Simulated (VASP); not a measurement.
Write the native input for VASP 6.6.1 that does the following.

```
Task                   : relaxation of cell and atoms
Functional             : PBE
Potentials or basis    : VASP PAW PBE potentials, release 64 (Mg_sv, S)
Cutoff                 : 840 eV
k mesh                 : 6 × 6 × 4
Occupations            : gaussian, width 0.1 eV
Spin                   : no spin polarisation
Dipole correction      : no
Further INCAR settings : ALGO = Normal; EDIFF = 1e-07; IBRION = 2; EDIFFG = -0.04; NSW = 90; ISIF = 3
```

The structure of MgS lies in POSCAR:

```
MgS
1.0
    3.2502651300      0.0000000000      0.0000000000
   -1.6251325600      2.8148121700      0.0000000000
    0.0000000000      0.0000000000      5.0148897600
Mg S
1 1
Direct
    0.0000000000      0.0000000000      0.9907626500
    0.0000000000      0.0000000000      0.5954838200
```

The cell was generated, and may not be a known phase.

One way to write it, as run:

INCAR

```
ALGO = Normal
EDIFF = 1E-7
EDIFFG = -0.04
ENCUT = 840
GGA = PE
GGA_COMPAT = False
IBRION = 2
ISIF = 3
ISMEAR = 0
LASPH = True
LCHARG = False
LREAL = False
LWAVE = False
NELM = 120
NELMIN = 4
NSW = 90
PREC = Accurate
SIGMA = 0.1
```

KPOINTS

```
k-points
0
Gamma
  6 6 4
```

Potentials or basis: VASP PAW PBE potentials, release 64 (Mg_sv, S).

Launch:

```bash
$ cat potpaw_PBE.64/Mg_sv/POTCAR potpaw_PBE.64/S/POTCAR > POTCAR
$ mpirun -np 1 vasp_std > vasp.out
```

It gave:

```yaml
Relaxed_volume: 36.70 Å³/atom
Relaxed_cell: a = 4.374 Å, b = 4.374 Å, c = 4.430 Å, α = 90.00°, β = 90.00°, γ = 120.00°
Space_group_after_relaxing_to_0.1_Å: P6/mmm (No. 191)
Energy_gained_by_relaxing: 1001.1 meV/atom
Ionic_steps: 31
Pressure_after_relaxing: 0.1 GPa
Largest_force_after_relaxing: 0.008 eV/Å
Band_gap_on_the_k_mesh: 0.60 eV (least direct gap 0.77 eV)
```

Caveat: the volume moved by over 15 % at a fixed basis, so the end points are rough; semilocal functionals underestimate gaps, and a narrow one can read as zero.

Wall time 6 min on 1 thread of Intel(R) Xeon(R) Platinum 8375C CPU @ 2.90GHz (Ice Lake), with other jobs on the host, peak memory 0.23 GiB.
